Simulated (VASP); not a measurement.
# Lu (Pm-3m) in VASP: further runs, part 2 of 2

VASP 6.6.1.

### Step 3. Single point, PBE (volume scaled by 0.4)

INCAR reads:

```
  PREC = Accurate
  ENCUT = 520
  EDIFF = 1E-6
  ISMEAR = -1
  SIGMA = 0.1
  LREAL = False
  LASPH = True
  NELM = 60
  ALGO = Normal
  ISIF = 2
  LWAVE = False
  LCHARG = True
  GGA = PE
  LELF = True
  LVHAR = True
  NBANDS = 18
```

KPOINTS reads:

```
regular mesh
0
Gamma
  12 12 12
```

POSCAR reads:

```
Lu
1.0
    2.3629983407      0.0000000000      0.0000000000
    0.0000000000      2.3629983407      0.0000000000
    0.0000000000      0.0000000000      2.3629983407
Lu
1
Direct
    0.0000000000      0.0000000000      0.0000000000
```

Potentials or basis: VASP PAW PBE potentials, release 64 (Lu).

The run is started by

```console
cat potpaw_PBE.64/Lu/POTCAR > POTCAR
mpirun -np 1 vasp_std > vasp.out
```

OUTCAR:

```text
PREC = Accurate
   ENCUT = 520
   EDIFF = 1E-6
   ISMEAR = -1
   LREAL = False
   LASPH = True
   NELM = 60
   ISIF = 2
   GGA = PE

 ion  position               nearest neighbor table
   1  0.000  0.000  0.000-

  LATTYP: Found a simple cubic cell.
 ALAT       =     2.3629983407

  Lattice vectors:

 A1 = (   2.3629983407,   0.0000000000,   0.0000000000)
 A2 = (   0.0000000000,   2.3629983407,   0.0000000000)
 A3 = (   0.0000000000,   0.0000000000,   2.3629983407)

Analysis of symmetry for initial positions (statically):
=====================================================================
 Subroutine PRICEL returns:
 Original cell was already a primitive cell.

 Routine SETGRP: Setting up the symmetry group for a
 simple cubic supercell.

 Subroutine GETGRP returns: Found 48 space group operations
[... 9 lines left out ...]

 Routine SETGRP: Setting up the symmetry group for a
 simple cubic supercell.

 Subroutine GETGRP returns: Found 48 space group operations
[... 11 lines left out ...]
                                     Primitive cell

  volume of cell :      13.1944

  direct lattice vectors                    reciprocal lattice vectors
     2.362998341  0.000000000  0.000000000     0.423191156  0.000000000  0.000000000
     0.000000000  2.362998341  0.000000000     0.000000000  0.423191156  0.000000000
     0.000000000  0.000000000  2.362998341     0.000000000  0.000000000  0.423191156

  length of vectors
     2.362998341  2.362998341  2.362998341     0.423191156  0.423191156  0.423191156

  position of ions in fractional coordinates (direct lattice)
     0.000000000  0.000000000  0.000000000

  ion indices of the primitive-cell ions
   primitive index   ion index
                 1           1

----------------------------------------------------------------------------------------

 KPOINTS: regular mesh

Automatic generation of k-mesh.
 Grid dimensions read from file:
 generate k-points for:   12   12   12

 Generating k-lattice:

  Cartesian coordinates                     Fractional coordinates (reciprocal lattice)
     0.035265930  0.000000000  0.000000000     0.083333333  0.000000000  0.000000000
     0.000000000  0.035265930  0.000000000     0.000000000  0.083333333  0.000000000
     0.000000000  0.000000000  0.035265930     0.000000000  0.000000000  0.083333333

  Length of vectors
     0.035265930  0.035265930  0.035265930

  Shift w.r.t. Gamma in fractional coordinates (k-lattice)
     0.000000000  0.000000000  0.000000000

 Subroutine IBZKPT returns following result:
 ===========================================

 Found     84 irreducible k-points:

 Following reciprocal coordinates:
            Coordinates               Weight
  0.000000  0.000000  0.000000      1.000000
  0.083333  0.000000  0.000000      6.000000
  0.166667  0.000000  0.000000      6.000000
  0.250000  0.000000  0.000000      6.000000
  0.333333  0.000000  0.000000      6.000000
  0.416667  0.000000  0.000000      6.000000
[... 16 lines left out ...]
  0.333333  0.333333  0.000000     12.000000
  0.416667  0.333333  0.000000     24.000000
 [... further k-points ...]
   k-points           NKPTS =     84   k-points in BZ     NKDIM =     84   number of bands    NBANDS=     18
   number of dos      NEDOS =    301   number of ions     NIONS =      1
   total plane-waves  NPLWV =   5832
   dimension x,y,z NGX =    18 NGY =   18 NGZ =   18
   dimension x,y,z NGXF=    36 NGYF=   36 NGZF=   36
   ions per type =               1
   NGX,Y,Z   is equivalent  to a cutoff of  12.66, 12.66, 12.66 a.u.
   NGXF,Y,Z  is equivalent  to a cutoff of  25.33, 25.33, 25.33 a.u.
 SYSTEM =  unknown system
   PREC   = accura    normal or accurate (medium, high low for compatibility)
   ISTART =      0    job   : 0-new  1-cont  2-samecut
   ICHARG =      2    charge: 1-file 2-atom 10-const
   ISPIN  =      1    spin polarized calculation?
   LNONCOLLINEAR =      F non collinear calculations
   LSORBIT =      F    spin-orbit coupling
   LASPH  =      T    aspherical Exc in radial PAW
   ENCUT  =  520.0 eV  38.22 Ry    6.18 a.u.   4.39  4.39  4.39*2*pi/ulx,y,z
   NELM   =     60;   NELMIN=  2; NELMDL= -5     # of ELM steps
   EDIFF  = 0.1E-05   stopping-criterion for ELM
   LREAL  =      F    real-space projection
   EDIFFG = 0.1E-04   stopping-criterion for IOM
   NSW    =      0    number of steps for IOM
   IBRION =     -1    ionic relax: 0-MD 1-quasi-New 2-CG
   NFREE  =      0    steps in history (QN), initial steepest desc. (CG)
   ISIF   =      2    stress and relaxation
   ISYM   =      2    0-nonsym 1-usesym 2-fastsym
   POTIM  = 0.5000    time-step for ionic-motion
   TEBEG  =    0.0;   TEEND  =   0.0 temperature during run
   PSTRESS=    0.0 pullay stress
   NELECT =      25.0000    total number of electrons
   NUPDOWN=      -1.0000    fix difference up-down
   EMIN   =  10.00;   EMAX   =-10.00  energy-range for DOS
   EFERMI =   0.00;   METHOD = LEGACY
   ISMEAR =    -1;   SIGMA  =   0.10  broadening in eV -4-tet -1-fermi 0-gaus
   EFERMI_NEDOS =   21; number of points for ismear=-14 and -15
   IALGO  =     38    algorithm
   IMIX   =      4    mixing-type and parameters
     AMIX     =   0.40;   BMIX     =  1.00
     AMIX_MAG =   1.60;   BMIX_MAG =  1.00
  volume/ion in A,a.u.               =      13.19        89.04
  Fermi-wavevector in a.u.,A,eV,Ry     =   2.025776  3.828162 55.835158  4.103768
  Thomas-Fermi vector in A             =   3.034936
   LORBIT       =      0    0 simple, 1 ext, 2 COOP (PROOUT), +10 PAW based schemes
   GGA     = PE    functional components
   LHFCALC =     F    Hartree Fock is set to
   AEXX    =    0.0000 exact exchange contribution
   IVDW    =     0    specifies the selected vdW correction
   LEPSILON=     F    determine dielectric tensor
   LRPA    =     F    only Hartree local field effects (RPA)
 non-spin polarized calculation
  energy-cutoff  :      520.00
  volume of cell :       13.19
 maximum number of plane-waves:       368
 NGX is ok and might be reduce to    18
   NGX =  9   NGY =  9   NGZ =  9

 number of electron      24.9999982 magnetization

 Free energy of the ion-electron system (eV)
  ---------------------------------------------------
  ext. energy  EPLUGINS =         0.00000000
  ---------------------------------------------------
  free energy    TOTEN  =         0.49995474 eV

  energy without entropy =        0.53295863  energy(sigma->0) =        0.51645668

 E-fermi :   6.0697     XC(G=0): -15.2452

 val. band max:        6.0406917376   @ k =   0.5000   0.4167   0.2500
 cond. band min:       6.0704362390   @ k =   0.1667   0.0833   0.0833
 fundamental gap:      0.0297445014
 Fermi energy:         6.0697351161

 k-point     1 :       0.0000    0.0000    0.0000
  band No.  band energies     occupation
      1     -51.1251      2.00000
      2     -18.8345      2.00000
      3     -18.8345      2.00000
      4     -18.8345      2.00000
      5      -0.5799      2.00000
      6       0.6403      2.00000
[... 10 lines left out ...]
     17      19.9196      0.00000
     18      27.5719      0.00000

 k-point     2 :       0.0833    0.0000    0.0000
  band No.  band energies     occupation
      1     -51.0766      2.00000
      2     -19.3360      2.00000
      3     -18.7932      2.00000
      4     -18.7932      2.00000
      5      -0.1770      2.00000
      6       0.6056      2.00000
[... 10 lines left out ...]
     17      19.9885      0.00000
     18      26.0469      0.00000

 k-point     3 :       0.1667    0.0000    0.0000
  band No.  band energies     occupation
      1     -50.9420      2.00000
      2     -20.5691      2.00000
      3     -18.6788      2.00000
      4     -18.6788      2.00000
      5       0.4388      2.00000
      6       0.5227      2.00000
[... 10 lines left out ...]
     17      20.1804      0.00000
     18      23.5743      0.00000

 k-point     4 :       0.2500    0.0000    0.0000
  band No.  band energies     occupation
      1     -50.7535      2.00000
      2     -22.0253      2.00000
      3     -18.5190      2.00000
      4     -18.5190      2.00000
      5       0.3394      2.00000
      6       0.4301      2.00000
[... 375 lines left out ...]
      4     -17.8939      2.00000
      5       0.1234      2.00000
      6       0.3224      2.00000
[... 10 lines left out ...]
     17      16.3946      0.00000
     18      25.2784      0.00000

 k-point    23 :       0.3333    0.3333    0.0000
  band No.  band energies     occupation
      1     -50.0089      2.00000
      2     -22.6738      2.00000
      3     -22.5177      2.00000
      4     -17.9014      2.00000
      5       0.2376      2.00000
      6       0.3806      2.00000
[... 10 lines left out ...]
     17      14.5974      0.00000
     18      23.3946      0.00000

 k-point    24 :       0.4167    0.3333    0.0000
  band No.  band energies     occupation
      1     -49.8671      2.00000
      2     -23.4264      2.00000
      3     -22.4048      2.00000
      4     -17.7855      2.00000
      5       0.0639      2.00000
      6       0.3381      2.00000
[... 10 lines left out ...]
     17      15.8780      0.00000
     18      23.8940      0.00000

 [... further k-points ...]
[... 5 lines left out ...]
  --------------------------------------------------------------------------------------
  -------------------------------------------------------------------------------------
  Total       12.6298083     12.6298083     12.6298083      0.0000000      0.0000000     -0.0000000
  in kB     1533.6176238   1533.6176238   1533.6176238      0.0000000      0.0000000     -0.0000000
  external PRESSURE =    1533.6176238 kB  Pullay stress =       0.0000000 kB

 VOLUME and BASIS-vectors are now :
 -----------------------------------------------------------------------------
  energy-cutoff  :      520.00
  volume of cell :       13.19
      direct lattice vectors                 reciprocal lattice vectors
     2.362998341  0.000000000  0.000000000     0.423191156  0.000000000  0.000000000
     0.000000000  2.362998341  0.000000000     0.000000000  0.423191156  0.000000000
     0.000000000  0.000000000  2.362998341     0.000000000  0.000000000  0.423191156

 POSITION                                       TOTAL-FORCE (eV/Angst)
 -----------------------------------------------------------------------------------
      0.00000      0.00000      0.00000         0.000000      0.000000      0.000000
 -----------------------------------------------------------------------------------
    total drift:                               -0.000000      0.000000      0.000000

  FREE ENERGIE OF THE ION-ELECTRON SYSTEM (eV)
  ---------------------------------------------------
  free  energy   TOTEN  =         0.4999547394 eV

  energy  without entropy=        0.5329586286  energy(sigma->0) =        0.51645668
```

Wall time 21 s (1 thread of Intel Xeon Platinum 8488C (Sapphire Rapids), shared host); peak memory 0.14 GiB.

Results:

| Property | Result |
| --- | --- |
| Free energy | 0.5000 eV |
| Pressure | 153.4 GPa |

Levels at points of the mesh, in eV from the Fermi level:
| k point | band 9 | band 10 | band 11 | band 12 | band 13 | band 14 | band 15 | band 16 | band 17 | band 18 |
| --- | --- | --- | --- | --- | --- | --- | --- | --- | --- | --- |
| (0.00, 0.00, 0.00) | -5.15 | -5.15 | -5.15 | -5.01 | -2.92 | -2.92 | 13.85 | 13.85 | 13.85 | 21.50 |
| (0.50, 0.00, 0.00) | -5.12 | -4.87 | -4.87 | -1.74 | -0.91 | 3.37 | 5.34 | 5.34 | 14.96 | 16.78 |
| (0.50, 0.50, 0.00) | -5.17 | -5.17 | -4.93 | -4.84 | 1.14 | 7.26 | 7.26 | 11.25 | 11.25 | 19.48 |
| (0.50, 0.50, 0.50) | -5.01 | -5.01 | -5.01 | -3.61 | -3.61 | -3.61 | 7.26 | 20.29 | 20.29 | 24.69 |

Caveat: spin-orbit coupling is left out, which moves the levels of the heavy elements.

### Step 4. Single point, PBE (volume scaled by 0.45)

Changes to INCAR since step 3:

```diff
@@ -7,3 +7,3 @@
   LASPH = True
-  NELM = 60
+  NELM = 80
   ALGO = Normal
```

KPOINTS reads:

```
Automatic mesh
0
Gamma
  12 12 12
```

POSCAR reads:

```
Lu
1.0
    2.4576173112      0.0000000000      0.0000000000
    0.0000000000      2.4576173112      0.0000000000
    0.0000000000      0.0000000000      2.4576173112
Lu
1
Direct
    0.0000000000      0.0000000000      0.0000000000
```

The run is started by

```console
cat potpaw_PBE.64/Lu/POTCAR > POTCAR
mpirun -np 1 vasp_std > vasp.out
```

Run time: 16 s. Hardware: 1 thread of Intel Xeon Platinum 8488C (Sapphire Rapids), shared host; peak memory 0.14 GiB.

Results (log left out):

| Property | Result |
| --- | --- |
| Free energy | -0.7938 eV |
| Pressure | 100.6 GPa |

Levels at points of the mesh, in eV from the Fermi level:
| k point | band 10 | band 11 | band 12 | band 13 | band 14 | band 15 |
| --- | --- | --- | --- | --- | --- | --- |
| (0.00, 0.00, 0.00) | -5.05 | -5.05 | -4.93 | -2.39 | -2.39 | 12.47 |
| (0.50, 0.00, 0.00) | -4.82 | -4.82 | -2.10 | -0.61 | 2.48 | 5.05 |
| (0.50, 0.50, 0.00) | -5.07 | -4.86 | -4.79 | 0.85 | 6.73 | 6.73 |
| (0.50, 0.50, 0.50) | -4.92 | -4.92 | -2.96 | -2.96 | -2.96 | 7.10 |

Caveat: spin-orbit coupling is left out, which moves the levels of the heavy elements.

### Step 5. Single point, PBE (volume scaled by 0.55)

INCAR reads:

```
PREC = Accurate ; ENCUT = 520
EDIFF = 1E-6 ; ISMEAR = -1
SIGMA = 0.1 ; LREAL = F
LASPH = T ; NELM = 60
ALGO = Normal ; ISIF = 2
LWAVE = F ; LCHARG = T
GGA = PE ; LELF = T
LVHAR = T ; NBANDS = 18
```

KPOINTS is that of step 4.

POSCAR reads:

```
Lu
1.0
    2.6276306319      0.0000000000      0.0000000000
    0.0000000000      2.6276306319      0.0000000000
    0.0000000000      0.0000000000      2.6276306319
Lu
1
Direct
    0.0000000000      0.0000000000      0.0000000000
```

The run is started by

```console
cat potpaw_PBE.64/Lu/POTCAR > POTCAR
mpirun -np 1 vasp_std > vasp.out
```

It took 19 s on 1 thread of Intel Xeon Platinum 8488C (Sapphire Rapids), shared host; peak memory 0.15 GiB.

Results (log left out):

```yaml
Free_energy: -2.2798 eV
Pressure: 49.2 GPa
```

Levels at points of the mesh, in eV from the Fermi level:
| k point | band 10 | band 11 | band 12 | band 13 | band 14 | band 15 | band 16 | band 17 |
| --- | --- | --- | --- | --- | --- | --- | --- | --- |
| (0.00, 0.00, 0.00) | -4.93 | -4.93 | -4.84 | -1.64 | -1.64 | 10.44 | 10.44 | 10.44 |
| (0.50, 0.00, 0.00) | -4.77 | -4.77 | -2.48 | -0.18 | 1.30 | 4.60 | 4.60 | 11.15 |
| (0.50, 0.50, 0.00) | -4.80 | -4.75 | -4.39 | 0.50 | 5.92 | 5.92 | 7.50 | 7.50 |
| (0.50, 0.50, 0.50) | -4.84 | -4.84 | -2.02 | -2.02 | -2.02 | 6.86 | 14.71 | 14.71 |

Caveat: spin-orbit coupling is left out, which moves the levels of the heavy elements.

### Step 6. Summary

| cell | gap on the mesh (eV) | pressure (GPa) |
| --- | --- | --- |
| a = 2.363 Å, 1 atom | none | 153.4 |
| a = 2.458 Å, 1 atom | none | 100.6 |
| a = 2.628 Å, 1 atom | none | 49.2 |

Alike in all rows: task single point; level PBE; potentials or basis VASP PAW PBE potentials, release 64 (Lu); no spin polarisation; k mesh 12 × 12 × 12; cutoff (eV) 520; smearing fermi-dirac 0.1 eV.

Caveats: spin-orbit coupling is left out, which moves the levels of the heavy elements.

Absolute energies hang on the potentials; compare differences alone.
